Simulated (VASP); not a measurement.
# Rh (Fd-3m) in VASP: further runs, part 2 of 2

VASP 6.6.1. The steps go on from the part before.

### 4 Single point, r2SCAN (17.95 Å³/atom)

This run uses another cell than the first one, of 17.95 Å³/atom.

File POSCAR:

```
Rh
1.0
    0.0000000000      2.6184052588      2.6184052588
    2.6184052588      0.0000000000      2.6184052588
    2.6184052588      2.6184052588      0.0000000000
Rh
2
Direct
    0.1250000000      0.1250000000      0.1250000000
    0.8750000000      0.8750000000      0.8750000000
```

File INCAR.step1:

```
SYSTEM = Rh
PREC = Accurate ; ENCUT = 520
ISMEAR = -1 ; SIGMA = 0.1
LREAL = .FALSE. ; LASPH = .TRUE.
NELM = 80 ; NBANDS = 22
GGA = PE ; ALGO = Normal
EDIFF = 1E-4 ; LWAVE = .TRUE.
LCHARG = .FALSE.
```

File INCAR.step2:

```
SYSTEM = Rh
PREC = Accurate ; ENCUT = 520
EDIFF = 1E-6 ; ISMEAR = -1
SIGMA = 0.1 ; LREAL = .FALSE.
LASPH = .TRUE. ; NELM = 80
ALGO = Normal ; ISIF = 2
LWAVE = .FALSE. ; LCHARG = .TRUE.
METAGGA = R2SCAN ; LMIXTAU = .TRUE.
LELF = .TRUE. ; LVHAR = .TRUE.
NBANDS = 22 ; ISTART = 1
```

File KPOINTS:

```
Automatic mesh
0
G
  11 11 11
  0 0 0
```

Potentials or basis: VASP PAW PBE potentials, release 64 (Rh_pv).

Run with:

```
$ cat potpaw_PBE.64/Rh_pv/POTCAR > POTCAR
$ cp INCAR.step1 INCAR
$ mpirun -np 1 vasp_std > vasp.out
$ cp INCAR.step2 INCAR
$ mpirun -np 1 vasp_std > vasp.out
```

OUTCAR:

```text
SYSTEM = Rh
   PREC = Accurate
   ENCUT = 520
   EDIFF = 1E-6
   ISMEAR = -1
   LREAL = .FALSE.
   LASPH = .TRUE.
   NELM = 80
   ISIF = 2
   METAGGA = R2SCAN
   ISTART = 1

 ion  position               nearest neighbor table
   1  0.125  0.125  0.125-   2 2.27   2 2.27   2 2.27   2 2.27
   2  0.875  0.875  0.875-   1 2.27   1 2.27   1 2.27   1 2.27

  LATTYP: Found a face centered cubic cell.
 ALAT       =     5.2368105176

  Lattice vectors:

 A1 = (   0.0000000000,   2.6184052588,   2.6184052588)
 A2 = (   2.6184052588,   0.0000000000,   2.6184052588)
 A3 = (   2.6184052588,   2.6184052588,   0.0000000000)

Analysis of symmetry for initial positions (statically):
=====================================================================
 Subroutine PRICEL returns:
 Original cell was already a primitive cell.

 Routine SETGRP: Setting up the symmetry group for a
 face centered cubic supercell.

 Subroutine GETGRP returns: Found 48 space group operations
 (whereof 12 operations were pure point group operations)
 out of a pool of 48 trial point group operations.

The static configuration has the point symmetry D_3d.
 The point group associated with its full space group is O_h .

Analysis of symmetry for dynamics (positions and initial velocities):
=====================================================================
 Subroutine PRICEL returns:
 Original cell was already a primitive cell.

 Routine SETGRP: Setting up the symmetry group for a
 face centered cubic supercell.

 Subroutine GETGRP returns: Found 48 space group operations
 (whereof 12 operations were pure point group operations)
 out of a pool of 48 trial point group operations.

The dynamic configuration has the point symmetry D_3d.
 The point group associated with its full space group is O_h .

[... 109 lines left out ...]
   NELECT =      30.0000    total number of electrons
   NUPDOWN=      -1.0000    fix difference up-down
   EMIN   =  10.00;   EMAX   =-10.00  energy-range for DOS
   EFERMI =   0.00;   METHOD = LEGACY
   ISMEAR =    -1;   SIGMA  =   0.10  broadening in eV -4-tet -1-fermi 0-gaus
   EFERMI_NEDOS =   21; number of points for ismear=-14 and -15
   IALGO  =     38    algorithm
   IMIX   =      4    mixing-type and parameters
     AMIX     =   0.40;   BMIX     =  1.00
     AMIX_MAG =   1.60;   BMIX_MAG =  1.00
  volume/ion in A,a.u.               =      17.95       121.15
  Fermi-wavevector in a.u.,A,eV,Ry     =   1.541943  2.913850 32.349061  2.377589
  Thomas-Fermi vector in A             =   2.647818
   LORBIT       =      0    0 simple, 1 ext, 2 COOP (PROOUT), +10 PAW based schemes
   METAGGA = R2SCAN    functional components
   LHFCALC =     F    Hartree Fock is set to
   AEXX    =    0.0000 exact exchange contribution
   IVDW    =     0    specifies the selected vdW correction
   LEPSILON=     F    determine dielectric tensor
   LRPA    =     F    only Hartree local field effects (RPA)
 non-spin polarized calculation
  energy-cutoff  :      520.00
  volume of cell :       35.90
 maximum number of plane-waves:       977
   NGX = 13   NGY = 13   NGZ = 13

 number of electron      29.9999997 magnetization

 Free energy of the ion-electron system (eV)
  ---------------------------------------------------
  ext. energy  EPLUGINS =         0.00000000
  ---------------------------------------------------
  free energy    TOTEN  =       -45.73431027 eV

  energy without entropy =      -45.65364713  energy(sigma->0) =      -45.69397870

 E-fermi :   8.3837     XC(G=0): -12.8296

 val. band max:        8.3733592697   @ k =   0.3636   0.0909   0.0000
 cond. band min:       8.3848770174   @ k =  -0.2727   0.0909   0.0000
 fundamental gap:      0.0115177477
 Fermi energy:         8.3837287878

 k-point     1 :       0.0000    0.0000    0.0000
  band No.  band energies     occupation
      1     -40.8937      2.00000
      2     -40.8937      2.00000
      3     -40.8937      2.00000
      4     -39.8832      2.00000
      5     -39.8832      2.00000
      6     -39.8832      2.00000
[... 589 lines left out ...]
     21      21.2096      0.00000
     22      23.5050      0.00000

 [... further k-points ...]

------------------------ aborting loop because EDIFF is reached ----------------------------------------

  FORCE on cell =-STRESS in cart. coord.  units (eV):
  Direction    XX          YY          ZZ          XY          YZ          ZX
  --------------------------------------------------------------------------------------
  -------------------------------------------------------------------------------------
  Total        5.8710850      5.8710850      5.8710850     -0.0000000     -0.0000000      0.0000000
  in kB      261.9921987    261.9921987    261.9921987     -0.0000000     -0.0000000      0.0000000
  external PRESSURE =     261.9921987 kB  Pullay stress =       0.0000000 kB

 VOLUME and BASIS-vectors are now :
 -----------------------------------------------------------------------------
  energy-cutoff  :      520.00
  volume of cell :       35.90
      direct lattice vectors                 reciprocal lattice vectors
     0.000000000  2.618405259  2.618405259    -0.190955926  0.190955926  0.190955926
     2.618405259  0.000000000  2.618405259     0.190955926 -0.190955926  0.190955926
     2.618405259  2.618405259  0.000000000     0.190955926  0.190955926 -0.190955926

 POSITION                                       TOTAL-FORCE (eV/Angst)
 -----------------------------------------------------------------------------------
      0.65460      0.65460      0.65460         0.000000      0.000000      0.000000
      4.58221      4.58221      4.58221        -0.000000     -0.000000     -0.000000
 -----------------------------------------------------------------------------------
    total drift:                                0.000000     -0.000000     -0.000000

  FREE ENERGIE OF THE ION-ELECTRON SYSTEM (eV)
  ---------------------------------------------------
  free  energy   TOTEN  =       -45.7343102688 eV

  energy  without entropy=      -45.6536471262  energy(sigma->0) =      -45.69397870
```

OUTCAR.step1:

```text
SYSTEM = Rh
   PREC = Accurate
   ENCUT = 520
   ISMEAR = -1
   LREAL = .FALSE.
   LASPH = .TRUE.
[... 822 lines left out ...]
      0.65460      0.65460      0.65460         0.000000     -0.000000     -0.000000
      4.58221      4.58221      4.58221        -0.000000      0.000000      0.000000
 -----------------------------------------------------------------------------------
    total drift:                                0.000000     -0.000000     -0.000000

  FREE ENERGIE OF THE ION-ELECTRON SYSTEM (eV)
  ---------------------------------------------------
  free  energy   TOTEN  =       -11.8662481209 eV

  energy  without entropy=      -11.7835391478  energy(sigma->0) =      -11.82489363
```

Wall time 2.1 min (1 thread of Intel Xeon Platinum 8259CL at 2.50GHz (Skylake/Cascade Lake), shared host); peak memory 0.18 GiB.

What came out:

| Property | Result |
| --- | --- |
| Free energy | -45.7343 eV |
| Pressure | 26.2 GPa |
| Band gap on the k mesh | zero (bands 15 and 16 overlap by 1.53 eV) |

Caveat: the cell stands under pressure; the PAW data sets were made with another functional, which shifts forces and pressure a little.

### 5 Single point, r2SCAN (18.77 Å³/atom)

This run uses another cell than the first one, of 18.77 Å³/atom.

File POSCAR:

```
Rh
1.0
    0.0000000000      2.6574916968      2.6574916968
    2.6574916968      0.0000000000      2.6574916968
    2.6574916968      2.6574916968      0.0000000000
Rh
2
Direct
    0.1250000000      0.1250000000      0.1250000000
    0.8750000000      0.8750000000      0.8750000000
```

File INCAR.step1:

```
PREC = Accurate
ENCUT = 520
ISMEAR = -1
SIGMA = 0.1
LREAL = False
LASPH = True
NELM = 80
NBANDS = 22
GGA = PE
ALGO = Normal
EDIFF = 1E-4
LWAVE = True
LCHARG = False
```

File INCAR.step2:

```
PREC = Accurate
ENCUT = 520
EDIFF = 1E-7
ISMEAR = -1
SIGMA = 0.1
LREAL = False
LASPH = True
NELM = 80
ALGO = Normal
ISIF = 2
LWAVE = False
LCHARG = True
METAGGA = R2SCAN
LMIXTAU = True
LELF = True
LVHAR = True
NBANDS = 22
ISTART = 1
```

File KPOINTS:

```
Automatic mesh
0
Gamma
  11 11 11
```

Run with:

```
$ cat potpaw_PBE.64/Rh_pv/POTCAR > POTCAR
$ cp INCAR.step1 INCAR
$ mpirun -np 1 vasp_std > vasp.out
$ cp INCAR.step2 INCAR
$ mpirun -np 1 vasp_std > vasp.out
```

It took 3 min on 1 thread of Intel Xeon Platinum 8259CL at 2.50GHz (Skylake/Cascade Lake), shared host; peak memory 0.18 GiB.

Results (log left out):

```yaml
Free_energy: -45.9451 eV
Pressure: 15.5 GPa
Band_gap_on_the_k_mesh: zero (bands 15 and 16 overlap by 1.43 eV)
```

Levels at points of the mesh, in eV from the Fermi level:
| k point | band 11 | band 12 | band 13 | band 14 | band 15 | band 16 | band 17 | band 18 | band 19 | band 20 |
| --- | --- | --- | --- | --- | --- | --- | --- | --- | --- | --- |
| (0.00, 0.00, 0.00) | -4.65 | -4.65 | -1.69 | -1.69 | -1.69 | 0.45 | 0.45 | 13.55 | 13.74 | 13.74 |

Caveat: the cell stands under pressure; the PAW data sets were made with another functional, which shifts forces and pressure a little.

### 6 Single point, r2SCAN (19.58 Å³/atom)

This run uses another cell than the first one, of 19.58 Å³/atom.

File POSCAR:

```
Rh
1.0
    0.0000000000      2.6954609938      2.6954609938
    2.6954609938      0.0000000000      2.6954609938
    2.6954609938      2.6954609938      0.0000000000
Rh
2
Direct
    0.1250000000      0.1250000000      0.1250000000
    0.8750000000      0.8750000000      0.8750000000
```

File INCAR.step1:

```
ALGO = Normal ; EDIFF = 1E-4
ENCUT = 520 ; GGA = PE
ISMEAR = -1 ; LASPH = True
LCHARG = False ; LREAL = False
LWAVE = True ; NBANDS = 22
NELM = 80 ; PREC = Accurate
SIGMA = 0.1
```

File INCAR.step2:

```
ALGO = Normal ; EDIFF = 1E-7
ENCUT = 520 ; ISIF = 2
ISMEAR = -1 ; ISTART = 1
LASPH = True ; LCHARG = True
LELF = True ; LMIXTAU = True
LREAL = False ; LVHAR = True
LWAVE = False ; METAGGA = R2SCAN
NBANDS = 22 ; NELM = 80
PREC = Accurate ; SIGMA = 0.1
```

File KPOINTS:

```
k-points
0
Gamma
  11 11 11
```

Potentials or basis: VASP PAW PBE potentials, release 64 (Rh_pv).

Run with:

```
$ cat potpaw_PBE.64/Rh_pv/POTCAR > POTCAR
$ cp INCAR.step1 INCAR
$ mpirun -np 1 vasp_std > vasp.out
$ cp INCAR.step2 INCAR
$ mpirun -np 1 vasp_std > vasp.out
```

It took 2.9 min on 1 thread of Intel Xeon Platinum 8259CL at 2.50GHz (Skylake/Cascade Lake), shared host; peak memory 0.18 GiB.

It converged, with:

| Property | Result |
| --- | --- |
| Free energy | -46.0589 eV |
| Pressure | 7.1 GPa |
| Band gap on the k mesh | zero (bands 15 and 16 overlap by 1.34 eV) |

Levels at points of the mesh, in eV from the Fermi level:
```
           k point  band 12  band 13  band 14  band 15  band 16  band 17  band 18  band 19
(0.00, 0.00, 0.00)    -4.42    -1.60    -1.60    -1.60     0.40     0.40    13.40    13.55
```

Caveat: the cell stands under pressure; the PAW data sets were made with another functional, which shifts forces and pressure a little.

### 7 Summary

| spin | cell | k mesh | smearing | gap on the mesh (eV) | pressure (GPa) |
| --- | --- | --- | --- | --- | --- |
| collinear, ferromagnetic start | a = 4.011 Å, angles 60.0°, 2 atoms | 11 × 11 × 11 | fermi-dirac 0.05 eV | none | -12.0 |
| off | a = 3.864 Å, angles 60.0°, 2 atoms | 10 × 10 × 10 | fermi-dirac 0.1 eV | none | 0.6 |
| off | a = 3.703 Å, angles 60.0°, 2 atoms | 11 × 11 × 11 | fermi-dirac 0.1 eV | none | 26.2 |
| off | a = 3.758 Å, angles 60.0°, 2 atoms | 11 × 11 × 11 | fermi-dirac 0.1 eV | none | 15.5 |
| off | a = 3.812 Å, angles 60.0°, 2 atoms | 11 × 11 × 11 | fermi-dirac 0.1 eV | none | 7.1 |

Alike in all rows: task single point; level r2SCAN; potentials or basis VASP PAW PBE potentials, release 64 (Rh_pv); cutoff (eV) 520.

Caveats: the PAW data sets were made with another functional, which shifts forces and pressure a little; the cell stands under pressure (at least some runs); the cell stands under tension (at least some runs).

Absolute energies hang on the potentials; compare differences alone.
